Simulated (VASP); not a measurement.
Runs of VASP 6.6.1 on InSb. The structure is that of space group F-43m (No. 216), or close to it. The cells are those of the table. 

```tsv
task	cell	cutoff (eV)	gap on the mesh (eV)	pressure (GPa)
relaxation of cell and atoms	relaxed to 2 GPa from a = 4.610 Å, angles 60.0°, 2 atoms	600	none	2.0
single point	a = 4.371 Å, angles 60.0°, 2 atoms	520	(b)	10.0
relaxation of cell and atoms	relaxed to 4 GPa from a = 4.610 Å, angles 60.0°, 2 atoms	600	0.08	4.0
relaxation of cell and atoms	relaxed to 1 GPa from a = 4.610 Å, angles 60.0°, 2 atoms	600	none	1.0
single point	a = 4.426 Å, angles 60.0°, 2 atoms	520	0.34	(a)
single point	a = 4.296 Å, angles 60.0°, 2 atoms	520	0.79	15.0
single point	a = 4.492 Å, angles 60.0°, 2 atoms	520	0.08	4.0
```

Alike in all rows: level PBEsol; potentials or basis VASP PAW PBE potentials, release 64 (In_d, Sb); no spin polarisation; k mesh 12 × 12 × 12; smearing fermi-dirac 0.1 eV.

Q: Estimate the missing entries.

A: (a) 7.0; (b) 0.57.

Caveats: semilocal functionals underestimate gaps, and a narrow one can read as zero; the PAW data sets were made with another functional, which shifts forces and pressure a little; spin-orbit coupling is left out, which moves the levels of the heavy elements; the cell stands under pressure (at least some runs); the cell is relaxed towards a set pressure, so the run minimises the enthalpy, not the energy (at least some runs).

A k mesh can miss the band edges, and the runs leave out spin-orbit coupling on In, Sb.

A gap of «none» marks levels without a gap at the run's occupations.
